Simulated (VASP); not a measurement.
A run of VASP 6.6.1:

INCAR

```
ALGO = Normal
EDIFF = 1E-6
ENCUT = 520
ISIF = 2
ISMEAR = 0
LASPH = T
LCHARG = F
LREAL = F
LWAVE = F
NBANDS = 15
NELM = 60
PREC = Accurate
SIGMA = 0.05
```

File KPOINTS:

```
k-points
0
Gamma
  8 8 8
```

File POSCAR:

```
KF
1.0
    3.3567236500      0.0000000000      0.0000000000
    0.0000000000      3.3567236500      0.0000000000
    0.0000000000      0.0000000000      3.2589550000
K F
1 1
Direct
    0.0000000000      0.0000000000      0.0000000000
    0.5000000000      0.5000000000      0.5000000000
```

Potentials or basis: VASP PAW LDA potentials, release 64 (K_sv, F).

Run with:

```console
$ cat potpaw_LDA.64/K_sv/POTCAR potpaw_LDA.64/F/POTCAR > POTCAR
$ mpirun -np 1 vasp_std > vasp.out
```

Hardware: 1 thread of Intel(R) Xeon(R) Platinum 8259CL CPU @ 2.50GHz (Skylake/Cascade Lake), on a shared host.

Q: Estimate the wall time of this run.

A: Wall time 36 s on 1 thread of Intel(R) Xeon(R) Platinum 8259CL CPU @ 2.50GHz (Skylake/Cascade Lake), with other jobs on the host, peak memory 0.16 GiB. Counts: scf iterations 13, k points 75.
